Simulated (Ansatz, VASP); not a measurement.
**One calculation of NaH, two programs**

```
Na H
1.0
     0.00000    2.39568    2.39568
     2.39568    0.00000    2.39568
     2.39568    2.39568    0.00000
Na H
1 1
Direct
  0.00000 0.00000 0.00000
  0.50000 0.50000 0.50000
```

Alike in both runs: functional PBEsol; k mesh 12 × 12 × 12; occupations fermi-dirac, width 0.05 eV; no spin polarisation.

Ansatz relaxed the structure, and its values are those at the end. VASP's run is a single point on that final structure, the one shown.

|  | VASP | Ansatz |
| --- | --- | --- |
| version | VASP 6.6.1 | Ansatz 0.2.0 |
| potentials or method | VASP PAW PBE potentials, release 64 (Na_pv, H) | PAW with Ansatz's default frozen-core files, scalar-relativistic |
| plane-wave cutoff (eV) | 520 | 420 |
| valence electrons in the cell | 8 | 10 |

|  | VASP | Ansatz | Ansatz less VASP |
| --- | --- | --- | --- |
| pressure (GPa) | 0.0 | 0.0 | +0.02 |

VASP's potentials were made for PBE, not for PBEsol. With one functional, cell and mesh, what is left measures potentials, basis and numerics. VASP's potentials hold 8 valence electrons a cell and Ansatz's 10, so a difference there can come from the potentials and not from the codes.
